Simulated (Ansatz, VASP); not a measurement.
## One calculation of MoS2, two programs

The input INCAR:

```
PREC = Accurate
ENCUT = 520
EDIFF = 1E-6
ISMEAR = -1
SIGMA = 0.05
LREAL = False
LASPH = True
NELM = 150
ALGO = Normal
ISIF = 2
LWAVE = False
LCHARG = False
LMAXMIX = 4
LDAU = True
LDAUTYPE = 2
LDAUL = 2 -1
LDAUU = 5 0
LDAUJ = 0 0
LDAUPRINT = 1
NBANDS = 20
```

KPOINTS

```
Automatic mesh
0
Gamma
  9 9 4
```

The input POSCAR:

```
MoS2
1.0
    3.2274645616      0.0000000000      0.0000000000
   -1.6137322808      2.7950663001      0.0000000000
    0.0000000000      0.0000000000      6.3124734200
Mo S
1 2
Direct
    0.0000000000      0.0000000000      0.5000000000
    0.6666666667      0.3333333333      0.7446806800
    0.3333333333      0.6666666667      0.2553193200
```

The input input.yaml:

```yaml
crystal:
  lattice:
    - [3.2274645616, 0.0, 0.0]
    - [-1.6137322808, 2.7950663001, 0.0]
    - [0.0, 0.0, 6.31247342]
  atoms:
    - { symbol: Mo, position: [0.0, 0.0, 0.5] }
    - { symbol: S, position: [0.6666666667, 0.3333333333, 0.74468068] }
    - { symbol: S, position: [0.3333333333, 0.6666666667, 0.25531932] }
hamiltonian:
  xc: lda
  pseudopotentials: { kind: paw }
  hubbard: { sites: [{ species: Mo, l: d, u_eff: 5.0 }] }
kpoints:
  mp_grid: { grid: [9, 9, 4] }
  band_path:
    path:
      - [[0.0, 0.0, 0.0], [0.5, 0.0, 0.0], [0.3333333333, 0.3333333333, 0.0], [0.0, 0.0, 0.0], [0.0, 0.0, 0.5], [0.5, 0.0, 0.5], [0.3333333333, 0.3333333333, 0.5], [0.0, 0.0, 0.5]]
      - [[0.5, 0.0, 0.5], [0.5, 0.0, 0.0]]
      - [[0.3333333333, 0.3333333333, 0.0], [0.3333333333, 0.3333333333, 0.5]]
    npoints: 14
scf:
  occupations: { method: fermi_dirac, width: 0.05 }
  n_extra_bands: 7
output:
  forces: true
  stress: true
  eigenvalues: true
  fatbands: true
```

Alike in both runs: functional LDA; k mesh 9 × 9 × 4; occupations fermi-dirac, width 0.05 eV; no spin polarisation; Hubbard terms Mo d U = 5.0 eV.

|  | VASP | Ansatz |
| --- | --- | --- |
| version | VASP 6.6.1 | Ansatz 0.2.0 |
| potentials or method | VASP PAW LDA potentials, release 64 (Mo_sv, S) | Ansatz PAW |
| plane-wave cutoff (eV) | 520 | 420 |
| valence electrons in the cell | 26 | 26 |
| task | single point | band structure |

```tsv
	VASP	Ansatz	Ansatz less VASP
gap on the k mesh at the Fermi level (eV)	none	none	-
pressure (GPa)	-3.1	-6.1	-2.98
traceless stress, the component that is largest in VASP (GPa)	1.52	1.92	+0.402
rms of the force components (eV/Å)	0.045	0.093	+0.0478
```

LDA's correlation is that of Perdew and Zunger in VASP and of Perdew and Wang (1992) in Ansatz. The programs project onto different local orbitals, so the same U acts differently, and such runs can settle in different states. Atom by atom the forces differ by 0.138 eV/Å (rms over components). A gap of «none» marks a metal or a gap that the smearing closes.
